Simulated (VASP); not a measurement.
# H6C3O in VASP: a series of runs, part 2 of 4

VASP 6.6.1.

### Step 3. Single point, PBE+D3(BJ)

The input, INCAR:

```
PREC = Accurate
ENCUT = 520
EDIFF = 1E-6
ISMEAR = -1
SIGMA = 0.02
LREAL = Auto
LASPH = T
NELM = 80
ALGO = Normal
ISIF = 2
LWAVE = F
LCHARG = F
GGA = PE
IVDW = 12
NBANDS = 57
```

The input, KPOINTS:

```
regular mesh
0
Gamma
  1 1 1
```

The input, POSCAR:

```
H6C3O
1.0
    7.5419870000      0.0000000000      0.0000000000
    0.0000000000      7.5419870000      0.0000000000
    0.0000000000      0.0000000000      7.5419870000
O C H
3 9 18
Direct
   -0.0497614223      0.9339448609      0.7135917895
    0.2487938523      0.3796081855      0.2452404121
    0.7980920678      0.6715736848      1.2264009471
   -0.0783745716      0.7883996618      0.6511414035
    0.3319284427      0.2472160188      0.1980379971
    0.7308949220      0.6849918993      1.0817043307
    0.6765458493      0.2708437445      0.5084734301
    0.6848460492      0.1502654407      0.3787463436
    0.3769961417      0.7413961334      0.7004785344
    0.4243841842      0.7229261997      0.5367285836
    0.0738664758      0.3370729756      0.8195055229
    0.1591092639      0.3132463633      0.6634723714
   -0.0725273061      0.7763073577      0.5056492407
   -0.1304563373      0.6636712580      0.7124117292
    0.3362774293      0.1170381227      0.2678206685
    0.3660308616      0.2426416275      0.0521480612
    0.7300065619      0.8125444926      0.9976283438
    0.6735492915      0.5786803928      1.0006779381
    0.6772751000      0.4185899551      0.4845937815
    0.6518573951      0.2177410277      0.6388899901
    0.7312661769      0.2011671460      0.2507164226
    0.6783358285      0.0047600188      0.3968185042
    0.4685237458      0.8188558267      0.7944590729
    0.2477994194      0.7085533295      0.7624913700
    0.5438354640      0.7985561365      0.5025200919
    0.3506105221      0.6761215579      0.4289187982
   -0.0268629474      0.2449354527      0.8578243373
    0.1215594776      0.4449623156      0.9043372788
    0.1271680792      0.1846860781      0.5981447595
    0.2681521461      0.3965798403      0.6196112510
```

Potentials or basis: VASP PAW PBE potentials, release 64 (O, C, H).

Started as:

```
$ cat potpaw_PBE.64/O/POTCAR potpaw_PBE.64/C/POTCAR potpaw_PBE.64/H/POTCAR > POTCAR
$ mpirun -np 1 vasp_gam > vasp.out
```

OUTCAR:

```text
PREC = Accurate
   ENCUT = 520
   EDIFF = 1E-6
   ISMEAR = -1
   LREAL = Auto
   LASPH = T
   NELM = 80
   ISIF = 2
   GGA = PE
   IVDW = 12
 IVDW          = 12

 ion  position               nearest neighbor table
   1  0.950  0.934  0.714-   4 1.21
   2  0.249  0.380  0.245-   5 1.23
   3  0.798  0.672  0.226-   6 1.21
   4  0.922  0.788  0.651-  13 1.10  14 1.12   1 1.21
   5  0.332  0.247  0.198-  15 1.11  16 1.13   2 1.23
   6  0.731  0.685  0.082-  18 1.10  17 1.15   3 1.21
   7  0.677  0.271  0.508-  20 1.08  19 1.13   8 1.34
   8  0.685  0.150  0.379-  21 1.10  22 1.11   7 1.34
   9  0.377  0.741  0.700-  24 1.11  23 1.15  10 1.29
  10  0.424  0.723  0.537-  26 1.05  25 1.10   9 1.29
  11  0.074  0.337  0.820-  27 1.07  28 1.10  12 1.35
  12  0.159  0.313  0.663-  30 1.09  29 1.11  11 1.35
  13  0.927  0.776  0.506-   4 1.10
  14  0.870  0.664  0.712-   4 1.12
  15  0.336  0.117  0.268-   5 1.11
  16  0.366  0.243  0.052-   5 1.13
  17  0.730  0.813  0.998-   6 1.15
  18  0.674  0.579  0.001-   6 1.10
[... 10 lines left out ...]
  29  0.127  0.185  0.598-  12 1.11
  30  0.268  0.397  0.620-  12 1.09

  LATTYP: Found a simple cubic cell.
 ALAT       =     7.5419870000

  Lattice vectors:

 A1 = (   7.5419870000,   0.0000000000,   0.0000000000)
 A2 = (   0.0000000000,   7.5419870000,   0.0000000000)
 A3 = (   0.0000000000,   0.0000000000,   7.5419870000)

Analysis of symmetry for initial positions (statically):
=====================================================================
 Subroutine PRICEL returns:
 Original cell was already a primitive cell.

 Routine SETGRP: Setting up the symmetry group for a
 simple cubic supercell.

 Subroutine GETGRP returns: Found  1 space group operations
 (whereof  1 operations were pure point group operations)
 out of a pool of 48 trial point group operations.

The static configuration has the point symmetry C_1 .

Analysis of symmetry for dynamics (positions and initial velocities):
=====================================================================
 Subroutine PRICEL returns:
 Original cell was already a primitive cell.

 Routine SETGRP: Setting up the symmetry group for a
 simple cubic supercell.

 Subroutine GETGRP returns: Found  1 space group operations
 (whereof  1 operations were pure point group operations)
 out of a pool of 48 trial point group operations.

The dynamic configuration has the point symmetry C_1 .

 Subroutine INISYM returns: Found  1 space group operations
 (whereof  1 operations are pure point group operations),
 and found     1 'primitive' translations

----------------------------------------------------------------------------------------

                                     Primitive cell

  volume of cell :     429.0000

  direct lattice vectors                    reciprocal lattice vectors
     7.541987000  0.000000000  0.000000000     0.132591053  0.000000000  0.000000000
     0.000000000  7.541987000  0.000000000     0.000000000  0.132591053  0.000000000
     0.000000000  0.000000000  7.541987000     0.000000000  0.000000000  0.132591053

  length of vectors
     7.541987000  7.541987000  7.541987000     0.132591053  0.132591053  0.132591053

  position of ions in fractional coordinates (direct lattice)
     0.950238578  0.933944861  0.713591790
     0.248793852  0.379608185  0.245240412
     0.798092068  0.671573685  0.226400947
     0.921625428  0.788399662  0.651141403
     0.331928443  0.247216019  0.198037997
     0.730894922  0.684991899  0.081704331
[... 22 lines left out ...]
     0.127168079  0.184686078  0.598144760
     0.268152146  0.396579840  0.619611251

  ion indices of the primitive-cell ions
   primitive index   ion index
                 1           1
                 2           2
                 3           3
                 4           4
                 5           5
                 6           6
[... 22 lines left out ...]
                29          29
                30          30

----------------------------------------------------------------------------------------

 KPOINTS: regular mesh

Automatic generation of k-mesh.
 Grid dimensions read from file:
 generate k-points for:    1    1    1

 Generating k-lattice:

  Cartesian coordinates                     Fractional coordinates (reciprocal lattice)
     0.132591053  0.000000000  0.000000000     1.000000000  0.000000000  0.000000000
     0.000000000  0.132591053  0.000000000     0.000000000  1.000000000  0.000000000
     0.000000000  0.000000000  0.132591053     0.000000000  0.000000000  1.000000000

  Length of vectors
     0.132591053  0.132591053  0.132591053

  Shift w.r.t. Gamma in fractional coordinates (k-lattice)
     0.000000000  0.000000000  0.000000000

 Subroutine IBZKPT returns following result:
 ===========================================

 Found      1 irreducible k-points:

 Following reciprocal coordinates:
            Coordinates               Weight
  0.000000  0.000000  0.000000      1.000000
   k-points           NKPTS =      1   k-points in BZ     NKDIM =      1   number of bands    NBANDS=     57
   number of dos      NEDOS =    301   number of ions     NIONS =     30
   total plane-waves  NPLWV = 175616
   dimension x,y,z NGX =    56 NGY =   56 NGZ =   56
   dimension x,y,z NGXF=   112 NGYF=  112 NGZF=  112
   ions per type =               3   9  18
   NGX,Y,Z   is equivalent  to a cutoff of  12.34, 12.34, 12.34 a.u.
   NGXF,Y,Z  is equivalent  to a cutoff of  24.69, 24.69, 24.69 a.u.
 SYSTEM =  unknown system
   PREC   = accura    normal or accurate (medium, high low for compatibility)
   ISTART =      0    job   : 0-new  1-cont  2-samecut
   ICHARG =      2    charge: 1-file 2-atom 10-const
   ISPIN  =      1    spin polarized calculation?
   LNONCOLLINEAR =      F non collinear calculations
   LSORBIT =      F    spin-orbit coupling
   LASPH  =      T    aspherical Exc in radial PAW
   ENCUT  =  520.0 eV  38.22 Ry    6.18 a.u.  14.02 14.02 14.02*2*pi/ulx,y,z
   NELM   =     80;   NELMIN=  2; NELMDL= -5     # of ELM steps
   EDIFF  = 0.1E-05   stopping-criterion for ELM
   LREAL  =      T    real-space projection
   EDIFFG = 0.1E-04   stopping-criterion for IOM
   NSW    =      0    number of steps for IOM
   IBRION =     -1    ionic relax: 0-MD 1-quasi-New 2-CG
   NFREE  =      0    steps in history (QN), initial steepest desc. (CG)
   ISIF   =      2    stress and relaxation
   ISYM   =      2    0-nonsym 1-usesym 2-fastsym
   POTIM  = 0.5000    time-step for ionic-motion
   TEBEG  =    0.0;   TEEND  =   0.0 temperature during run
   PSTRESS=    0.0 pullay stress
   NELECT =      72.0000    total number of electrons
   NUPDOWN=      -1.0000    fix difference up-down
   EMIN   =  10.00;   EMAX   =-10.00  energy-range for DOS
   EFERMI =   0.00;   METHOD = LEGACY
   ISMEAR =    -1;   SIGMA  =   0.02  broadening in eV -4-tet -1-fermi 0-gaus
   EFERMI_NEDOS =   21; number of points for ismear=-14 and -15
   IALGO  =     38    algorithm
   IMIX   =      4    mixing-type and parameters
     AMIX     =   0.40;   BMIX     =  1.00
     AMIX_MAG =   1.60;   BMIX_MAG =  1.00
  volume/ion in A,a.u.               =      14.30        96.50
  Fermi-wavevector in a.u.,A,eV,Ry     =   0.903025  1.706470 11.094933  0.815455
  Thomas-Fermi vector in A             =   2.026300
   LORBIT       =      0    0 simple, 1 ext, 2 COOP (PROOUT), +10 PAW based schemes
   GGA     = PE    functional components
   LHFCALC =     F    Hartree Fock is set to
   AEXX    =    0.0000 exact exchange contribution
   IVDW    =    12    specifies the selected vdW correction
   LEPSILON=     F    determine dielectric tensor
   LRPA    =     F    only Hartree local field effects (RPA)
 non-spin polarized calculation
  energy-cutoff  :      520.00
  volume of cell :      429.00
 maximum number of plane-waves:      5757
   NGX = 29   NGY = 29   NGZ = 29

 number of electron      72.0000008 magnetization

 Free energy of the ion-electron system (eV)
  ---------------------------------------------------
  ext. energy  EPLUGINS =         0.00000000
  ---------------------------------------------------
  free energy    TOTEN  =      -161.63545533 eV

  energy without entropy =     -161.63545533  energy(sigma->0) =     -161.63545533

 E-fermi :  -2.6952     XC(G=0):  -5.9220

 val. band max:       -3.2689845471   @ k =   0.0000   0.0000   0.0000
 cond. band min:      -0.3183433493   @ k =   0.0000   0.0000   0.0000
 fundamental gap:      2.9506411978
 Fermi energy:        -2.6951951812

 k-point     1 :       0.0000    0.0000    0.0000
  band No.  band energies     occupation
      1     -24.3776      2.00000
      2     -24.0553      2.00000
      3     -23.4944      2.00000
      4     -16.6085      2.00000
      5     -16.1333      2.00000
      6     -15.7530      2.00000
[... 40 lines left out ...]
     47       3.7037      0.00000
     48       3.9002      0.00000
 [bands above 48 left out]

------------------------ aborting loop because EDIFF is reached ----------------------------------------

 Edisp (eV)   -1.09918

 E8    (eV) :    -0.2526

  FORCE on cell =-STRESS in cart. coord.  units (eV):
  Direction    XX          YY          ZZ          XY          YZ          ZX
  --------------------------------------------------------------------------------------
  -------------------------------------------------------------------------------------
  Total      -1.30928    -5.79031     5.08584     0.05962     1.62700    -1.30970
  in kB      -4.88974   -21.62495    18.99399     0.22267     6.07634    -4.89129
  external pressure =       -2.51 kB  Pullay stress =        0.00 kB

 VOLUME and BASIS-vectors are now :
 -----------------------------------------------------------------------------
  energy-cutoff  :      520.00
  volume of cell :      429.00
      direct lattice vectors                 reciprocal lattice vectors
     7.541987000  0.000000000  0.000000000     0.132591053  0.000000000  0.000000000
     0.000000000  7.541987000  0.000000000     0.000000000  0.132591053  0.000000000
     0.000000000  0.000000000  7.541987000     0.000000000  0.000000000  0.132591053

 POSITION                                       TOTAL-FORCE (eV/Angst)
 -----------------------------------------------------------------------------------
      7.16669      7.04380      5.38190        -0.002730     -0.139018      1.209227
      1.87640      2.86300      1.84960         0.877333     -0.715751      0.561043
      6.01920      5.06500      1.70751        -0.148348     -0.136967      0.416148
      6.95089      5.94610      4.91090        -0.668336      0.079094     -1.565585
      2.50340      1.86450      1.49360        -1.805655      0.546286     -1.538260
      5.51240      5.16620      0.61621         0.280157      1.361903     -1.579150
[... 22 lines left out ...]
      0.95910      1.39290      4.51120         0.199691      0.931258     -0.351507
      2.02240      2.99100      4.67310        -0.061036     -0.044450     -0.138569
 -----------------------------------------------------------------------------------
    total drift:                               -0.008871      0.009906     -0.005462

  FREE ENERGIE OF THE ION-ELECTRON SYSTEM (eV)
  ---------------------------------------------------
  free  energy   TOTEN  =      -162.7346390801 eV

  energy  without entropy=     -162.7346390801  energy(sigma->0) =     -162.73463908
```

Wall time 49 s (1 thread of Intel Xeon Platinum 8259CL at 2.50GHz (Skylake/Cascade Lake), shared host); peak memory 0.38 GiB.

What came out:

| Quantity | Value |
| --- | --- |
| Free energy | -162.7346 eV |
| Pressure | -0.3 GPa |
| Largest force | 3.951 eV/Å |
| Band gap on the k mesh | 2.95 eV |
| Dispersion energy per atom | -0.037 eV |

Forces in eV/Å, atoms in the order of the input:
```
O   -0.003 -0.139  1.209
O    0.877 -0.716  0.561
O   -0.148 -0.137  0.416
C   -0.668  0.079 -1.566
C   -1.806  0.546 -1.538
C    0.280  1.362 -1.579
C   -0.561  0.192 -0.316
C    0.923  0.485 -0.435
C   -0.473  1.169  3.744
C    1.724  1.457 -1.129
C    1.549  0.824 -1.086
C   -0.639 -1.343  0.885
H    0.306 -0.347 -0.431
H    0.270  0.295  0.791
H    0.230  0.386  0.487
H    0.634 -0.169  0.463
H    0.106 -0.281  0.920
H   -0.282 -0.938  0.257
H    0.285 -1.230  0.214
H   -0.162  0.344  0.733
H   -0.383 -0.372 -0.312
H    0.031  0.665  0.023
H   -0.895 -0.824 -0.836
H    0.566 -0.307 -0.383
H    0.161 -0.587 -0.289
H   -1.012 -0.947 -1.044
H   -0.471 -0.304  0.491
H   -0.578 -0.052  0.240
H    0.200  0.931 -0.352
H   -0.061 -0.044 -0.139
```

Stress tensor (GPa, compression positive):
```
-0.49  0.02 -0.49
 0.02 -2.16  0.61
-0.49  0.61  1.90
```

Caveat: the k points lie up to 0.83 Å⁻¹ apart.

(Part 2 of 4 ends here.)
